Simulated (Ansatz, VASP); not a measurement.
# One calculation of W, two programs

INCAR

```
PREC = Accurate ; ENCUT = 520
EDIFF = 1E-6 ; ISMEAR = -1
SIGMA = 0.05 ; LREAL = F
LASPH = T ; NELM = 60
ALGO = Normal ; ISIF = 2
LWAVE = F ; LCHARG = F
GGA = PS ; NBANDS = 13
```

KPOINTS

```
regular mesh
0
Gamma
  19 19 19
```

File POSCAR:

```
W
1.0
   -1.4132299519      1.4132299519      1.4132299519
    1.4132299519     -1.4132299519      1.4132299519
    1.4132299519      1.4132299519     -1.4132299519
W
1
Direct
    0.0000000000      0.0000000000      0.0000000000
```

Input for Ansatz:

```yaml
crystal:
  lattice:
    - [-1.4132299519, 1.4132299519, 1.4132299519]
    - [1.4132299519, -1.4132299519, 1.4132299519]
    - [1.4132299519, 1.4132299519, -1.4132299519]
  atoms:
    - { symbol: W, position: [0.0, 0.0, 0.0] }
kpoints:
  mp_grid: { grid: [19, 19, 19] }
scf:
  occupations: { method: fermi_dirac, width: 0.05 }
hamiltonian:
  xc: pbesol
  pseudopotentials: { kind: all_electron, lapw: { basis_error: 0.001 } }
output:
  forces: true
  stress: true
  eigenvalues: true
  populations: true
```

Change from the starting cell: volume scaled by 0.72, LAPW.

Alike in both runs: task single point; functional PBEsol; k mesh 19 × 19 × 19; occupations fermi-dirac, width 0.05 eV; no spin polarisation.

```csv
,VASP,Ansatz
version,VASP 6.6.1,Ansatz 0.2.0
potentials or method,"VASP PAW PBE potentials, release 64 (W_sv), cutoff 520 eV","all-electron LAPW, scalar-relativistic"
```

Ansatz gave:

```
pressure (GPa) : 204.8
```

Q: What did VASP give for the same quantities?

A: Pressure (GPa): 212.2.

VASP's potentials were made for PBE, not for PBEsol. Both programs put the cell under a high pressure, so it lies far from rest at this level. Ansatz ran all-electron here, and VASP with PAW potentials.

Neither program's run includes spin-orbit coupling. Noted on VASP's run: the cell as given lies far from equilibrium.
